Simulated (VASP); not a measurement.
## C: single point with PBEsol

C:

```
C
1.0
     0.00000    1.74194    1.74194
     1.74194    0.00000    1.74194
     1.74194    1.74194    0.00000
C
2
Direct
  0.75000 0.75000 0.75000
  0.50000 0.50000 0.50000
```

```yaml
Program: VASP 6.6.1
Task: single point
Functional: PBEsol
Potentials_or_basis: VASP PAW PBE potentials, release 64 (C)
Cutoff: 520 eV
k_mesh: 13 × 13 × 13
Occupations: fermi-dirac, width 0.05 eV
Spin: no spin polarisation
Dipole_correction: no
Further_INCAR_settings: ALGO = Normal; EDIFF = 1e-07; NBANDS = 11
```

```yaml
Pressure: 31.3 GPa
Band_gap_on_the_k_mesh: 4.17 eV, indirect (least direct gap 5.73 eV)
```

Levels at points of the mesh, in eV from the valence-band top:
| k point | band 1 | band 2 | band 3 | band 4 | band 5 | band 6 | band 7 | band 8 |
| --- | --- | --- | --- | --- | --- | --- | --- | --- |
| (0.00, 0.00, 0.00) | -22.49 | 0.00 | 0.00 | 0.00 | 5.73 | 5.73 | 5.73 | 15.01 |

It took 15 s on 1 thread of AMD EPYC 7R43 64-Core Processor (Zen 3), with other jobs on the host, peak memory 0.08 GiB.

Caveat: the PAW data sets were made with another functional, which shifts forces and pressure a little. As with any semilocal functional, this PBEsol gap is likely too small.
